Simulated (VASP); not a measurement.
# K3Zr2S (P-3m1) in VASP: further runs, part 2 of 4

VASP 6.6.1.

## (3) Single point, PBE

This run uses another cell than the first one, of 25.32 Å³/atom.

INCAR reads:

```
SYSTEM = K3Zr2S
  ALGO = Normal
  EDIFF = 1E-6
  ENCUT = 520
  GGA = PE
  ISIF = 2
  ISMEAR = 0
  LASPH = .True.
  LCHARG = .False.
  LREAL = .False.
  LWAVE = .False.
  NBANDS = 38
  NELM = 100
  PREC = Accurate
  SIGMA = 0.1
```

KPOINTS reads:

```
k-points
0
Gamma
  6 6 2
  0 0 0
```

POSCAR reads:

```
K3Zr2S
1.0
    4.1539570400      0.0000000000      0.0000000000
   -2.0769785200      3.5974323200      0.0000000000
    0.0000000000      0.0000000000     10.1679235000
K Zr S
3 2 1
Direct
    0.3333333300      0.6666666700      0.1659022100
    0.6666666700      0.3333333300      0.8340977900
    0.0000000000      0.0000000000      0.5000000000
    0.3333333300      0.6666666700      0.6559943000
    0.6666666700      0.3333333300      0.3440057000
    0.0000000000      0.0000000000      0.0000000000
```

Potentials or basis: VASP PAW PBE potentials, release 64 (K_sv, Zr_sv, S).

Run with:

```
$ cat potpaw_PBE.64/K_sv/POTCAR potpaw_PBE.64/Zr_sv/POTCAR potpaw_PBE.64/S/POTCAR > POTCAR
$ mpirun -np 1 vasp_std > vasp.out
```

OUTCAR:

```text
SYSTEM = K3Zr2S
   EDIFF = 1E-6
   ENCUT = 520
   GGA = PE
   ISIF = 2
   ISMEAR = 0
   LASPH = .True.
   LREAL = .False.
   NELM = 100
   PREC = Accurate

 ion  position               nearest neighbor table
   1  0.333  0.667  0.166-   6 2.93   6 2.93   6 2.93   5 3.01   5 3.01   5 3.01
   2  0.667  0.333  0.834-   6 2.93   6 2.93   6 2.93   4 3.01   4 3.01   4 3.01
   3  0.000  0.000  0.500-   4 2.88   5 2.88   4 2.88   5 2.88   5 2.88   4 2.88
   4  0.333  0.667  0.656-   3 2.88   3 2.88   3 2.88   2 3.01   2 3.01   2 3.01
   5  0.667  0.333  0.344-   3 2.88   3 2.88   3 2.88   1 3.01   1 3.01   1 3.01
   6  0.000  0.000  0.000-   1 2.93   2 2.93   1 2.93   2 2.93   2 2.93   1 2.93

  LATTYP: Found a hexagonal cell.
 ALAT       =     4.1539570400
 C/A-ratio  =     2.4477680925

  Lattice vectors:

 A1 = (   4.1539570400,   0.0000000000,   0.0000000000)
 A2 = (  -2.0769785200,   3.5974323200,   0.0000000000)
 A3 = (   0.0000000000,   0.0000000000,  10.1679235000)

Analysis of symmetry for initial positions (statically):
=====================================================================
 Subroutine PRICEL returns:
 Original cell was already a primitive cell.

 Routine SETGRP: Setting up the symmetry group for a
 hexagonal supercell.

 Subroutine GETGRP returns: Found 12 space group operations
 (whereof 12 operations were pure point group operations)
 out of a pool of 24 trial point group operations.

The static configuration has the point symmetry D_3d.

Analysis of symmetry for dynamics (positions and initial velocities):
=====================================================================
 Subroutine PRICEL returns:
 Original cell was already a primitive cell.

 Routine SETGRP: Setting up the symmetry group for a
 hexagonal supercell.

 Subroutine GETGRP returns: Found 12 space group operations
 (whereof 12 operations were pure point group operations)
 out of a pool of 24 trial point group operations.

The dynamic configuration has the point symmetry D_3d.

 Subroutine INISYM returns: Found 12 space group operations
 (whereof 12 operations are pure point group operations),
 and found     1 'primitive' translations

----------------------------------------------------------------------------------------

                                     Primitive cell

  volume of cell :     151.9452

  direct lattice vectors                    reciprocal lattice vectors
     4.153957040  0.000000000  0.000000000     0.240734314  0.138988021  0.000000000
    -2.076978520  3.597432320  0.000000000     0.000000000  0.277976043  0.000000000
     0.000000000  0.000000000 10.167923500     0.000000000  0.000000000  0.098348498

  length of vectors
     4.153957040  4.153957038 10.167923500     0.277976042  0.277976043  0.098348498

  position of ions in fractional coordinates (direct lattice)
     0.333333330  0.666666670  0.165902210
     0.666666670  0.333333330  0.834097790
     0.000000000  0.000000000  0.500000000
     0.333333330  0.666666670  0.655994300
     0.666666670  0.333333330  0.344005700
     0.000000000  0.000000000  0.000000000

  ion indices of the primitive-cell ions
   primitive index   ion index
                 1           1
                 2           2
                 3           3
                 4           4
                 5           5
                 6           6
[... 36 lines left out ...]
  0.000000  0.000000  0.500000      1.000000
  0.166667  0.000000  0.500000      6.000000
  0.333333  0.000000  0.500000      6.000000
  0.500000  0.000000  0.500000      3.000000
  0.166667  0.166667  0.500000      6.000000
  0.333333  0.166667  0.500000     12.000000
  0.333333  0.333333  0.500000      2.000000
   k-points           NKPTS =     14   k-points in BZ     NKDIM =     14   number of bands    NBANDS=     38
   number of dos      NEDOS =    301   number of ions     NIONS =      6
   total plane-waves  NPLWV =  81920
   dimension x,y,z NGX =    32 NGY =   32 NGZ =   80
   dimension x,y,z NGXF=    64 NGYF=   64 NGZF=  160
   ions per type =               3   2   1
   NGX,Y,Z   is equivalent  to a cutoff of  12.81, 12.81, 13.08 a.u.
   NGXF,Y,Z  is equivalent  to a cutoff of  25.61, 25.61, 26.16 a.u.
 SYSTEM =  K3Zr2S
   PREC   = accura    normal or accurate (medium, high low for compatibility)
   ISTART =      0    job   : 0-new  1-cont  2-samecut
   ICHARG =      2    charge: 1-file 2-atom 10-const
   ISPIN  =      1    spin polarized calculation?
   LNONCOLLINEAR =      F non collinear calculations
   LSORBIT =      F    spin-orbit coupling
   LASPH  =      T    aspherical Exc in radial PAW
   ENCUT  =  520.0 eV  38.22 Ry    6.18 a.u.   7.72  7.72 18.91*2*pi/ulx,y,z
   NELM   =    100;   NELMIN=  2; NELMDL= -5     # of ELM steps
   EDIFF  = 0.1E-05   stopping-criterion for ELM
   LREAL  =      F    real-space projection
   EDIFFG = 0.1E-04   stopping-criterion for IOM
   NSW    =      0    number of steps for IOM
   IBRION =     -1    ionic relax: 0-MD 1-quasi-New 2-CG
   NFREE  =      0    steps in history (QN), initial steepest desc. (CG)
   ISIF   =      2    stress and relaxation
   ISYM   =      2    0-nonsym 1-usesym 2-fastsym
   POTIM  = 0.5000    time-step for ionic-motion
   TEBEG  =    0.0;   TEEND  =   0.0 temperature during run
   PSTRESS=    0.0 pullay stress
   NELECT =      57.0000    total number of electrons
   NUPDOWN=      -1.0000    fix difference up-down
   EMIN   =  10.00;   EMAX   =-10.00  energy-range for DOS
   EFERMI =   0.00;   METHOD = LEGACY
   ISMEAR =     0;   SIGMA  =   0.10  broadening in eV -4-tet -1-fermi 0-gaus
   EFERMI_NEDOS =   21; number of points for ismear=-14 and -15
   IALGO  =     38    algorithm
   IMIX   =      4    mixing-type and parameters
     AMIX     =   0.40;   BMIX     =  1.00
     AMIX_MAG =   1.60;   BMIX_MAG =  1.00
  volume/ion in A,a.u.               =      25.32       170.90
  Fermi-wavevector in a.u.,A,eV,Ry     =   1.180694  2.231189 18.967054  1.394039
  Thomas-Fermi vector in A             =   2.316982
   LORBIT       =      0    0 simple, 1 ext, 2 COOP (PROOUT), +10 PAW based schemes
   GGA     = PE    functional components
   LHFCALC =     F    Hartree Fock is set to
   AEXX    =    0.0000 exact exchange contribution
   IVDW    =     0    specifies the selected vdW correction
   LEPSILON=     F    determine dielectric tensor
   LRPA    =     F    only Hartree local field effects (RPA)
 non-spin polarized calculation
 Gauss-broadening in eV      SIGMA  =   0.10
  energy-cutoff  :      520.00
  volume of cell :      151.95
 maximum number of plane-waves:      4118
 NGX is ok and might be reduce to    32
   NGX = 15   NGY = 15   NGZ = 37

 number of electron      56.9999998 magnetization

 Free energy of the ion-electron system (eV)
  ---------------------------------------------------
  ext. energy  EPLUGINS =         0.00000000
  ---------------------------------------------------
  free energy    TOTEN  =       -15.29260942 eV

  energy without entropy =      -15.25163629  energy(sigma->0) =      -15.27212285

 E-fermi :   4.2619     XC(G=0):  -9.4879

 val. band max:        4.2501740796   @ k =   0.1667   0.1667   0.5000
 cond. band min:       4.2648183002   @ k =   0.1667   0.0000   0.0000
 fundamental gap:      0.0146442205
 Fermi energy:         4.2618540792

 k-point     1 :       0.0000    0.0000    0.0000
  band No.  band energies     occupation
      1     -45.6398      2.00000
      2     -45.6352      2.00000
      3     -26.6551      2.00000
      4     -25.9899      2.00000
      5     -25.9775      2.00000
      6     -23.7252      2.00000
[... 563 lines left out ...]
     37       7.3814      0.00000
     38       7.8271      0.00000

------------------------ aborting loop because EDIFF is reached ----------------------------------------

  FORCE on cell =-STRESS in cart. coord.  units (eV):
  Direction    XX          YY          ZZ          XY          YZ          ZX
  --------------------------------------------------------------------------------------
  -------------------------------------------------------------------------------------
  Total        7.1108478      7.1108478      7.0188985      0.0000000      0.0000000     -0.0000000
  in kB       74.9799354     74.9799353     74.0103810      0.0000000      0.0000000     -0.0000000
  external PRESSURE =      74.6567506 kB  Pullay stress =       0.0000000 kB

 VOLUME and BASIS-vectors are now :
 -----------------------------------------------------------------------------
  energy-cutoff  :      520.00
  volume of cell :      151.95
      direct lattice vectors                 reciprocal lattice vectors
     4.153957040  0.000000000  0.000000000     0.240734314  0.138988021  0.000000000
    -2.076978520  3.597432320  0.000000000     0.000000000  0.277976043  0.000000000
     0.000000000  0.000000000 10.167923500     0.000000000  0.000000000  0.098348498

 POSITION                                       TOTAL-FORCE (eV/Angst)
 -----------------------------------------------------------------------------------
     -0.00000      2.39829      1.68688         0.000000     -0.000000     -1.737698
      2.07698      1.19914      8.48104        -0.000000      0.000000      1.737698
      0.00000      0.00000      5.08396         0.000000      0.000000      0.000000
     -0.00000      2.39829      6.67010        -0.000000     -0.000000     -0.838718
      2.07698      1.19914      3.49782         0.000000      0.000000      0.838718
      0.00000      0.00000      0.00000         0.000000      0.000000      0.000000
 -----------------------------------------------------------------------------------
    total drift:                               -0.000000      0.000000     -0.000000

  FREE ENERGIE OF THE ION-ELECTRON SYSTEM (eV)
  ---------------------------------------------------
  free  energy   TOTEN  =       -15.2926094169 eV

  energy  without entropy=      -15.2516362916  energy(sigma->0) =      -15.27212285
```

It took 82 s on 1 thread of Intel Xeon Platinum 8124M at 3.00GHz (Skylake/Cascade Lake), shared host; peak memory 0.3 GiB.

What came out:

```
Free energy            : -15.2926 eV
Pressure               : 7.5 GPa
Largest force          : 1.738 eV/Å
Band gap on the k mesh : zero (an odd number of electrons rules out a gap without spin polarisation)
```

Forces on the atoms (eV/Å):
```
K    0.000  0.000 -1.738
K    0.000  0.000  1.738
K    0.000  0.000  0.000
Zr   0.000  0.000 -0.839
Zr   0.000  0.000  0.839
S    0.000  0.000  0.000
```

Caveat: the cell stands under pressure; forces of over 1 eV/Å act on the atoms, so gaps and moduli don't describe the material at rest.

(Part 2 of 4 ends here.)

The gap in the log of VASP goes by the Fermi energy; the results here count the filled bands.